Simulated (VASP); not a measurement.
**CaSe: single point with LDA**

Crystal: CaSe.

```
Ca Se
1.0
     0.00000    3.30000    3.34950
     3.30000    0.00000    3.34950
     3.30000    3.30000    0.00000
Ca Se
1 1
Cartesian
  0.0000 0.0000 0.0000
  4.9500 4.9500 5.0243
```

This cell differs from its parent crystal: strain +0.000 along x and y, +0.015 along z.

```json
{
 "Program": "VASP 6.6.1",
 "Task": "single point",
 "Functional": "LDA",
 "Potentials or basis": "VASP PAW LDA potentials, release 64 (Ca_sv, Se)",
 "Cutoff": "520 eV",
 "k mesh": "6 × 6 × 6",
 "Occupations": "gaussian, width 0.05 eV",
 "Spin": "no spin polarisation"
}
```

| Quantity | Value |
| --- | --- |
| Pressure | -3.0 GPa |
| Band gap on the k mesh | 2.83 eV, indirect (least direct gap 2.93 eV) |

Stress tensor (GPa, compression positive):
```
-2.92  0.00  0.00
 0.00 -2.92  0.00
 0.00  0.00 -3.05
```

Levels at points of the mesh, in eV from the valence-band top:
```csv
k point,band 5,band 6,band 7,band 8,band 9,band 10,band 11,band 12
"(0.00, 0.00, 0.00)",-10.34,-0.12,-0.10,-0.10,2.83,5.10,5.18,7.05
"(0.50, 0.00, 0.00)",-10.10,-1.24,-0.05,-0.01,4.81,5.23,5.25,5.48
"(0.50, 0.50, 0.00)",-10.03,-1.28,-0.03,-0.03,3.32,4.72,5.84,5.84
"(0.50, 0.00, 0.50)",-10.03,-1.25,-0.08,-0.07,3.34,4.72,5.84,5.84
```

Wall time 24 s on 1 thread of Intel(R) Xeon(R) Platinum 8259CL CPU @ 2.50GHz (Skylake/Cascade Lake), with other jobs on the host, peak memory 0.18 GiB.

Caveat: the cell differs from its parent crystal (strain +0.000 along x and y, +0.015 along z). A k mesh can miss the band edges.
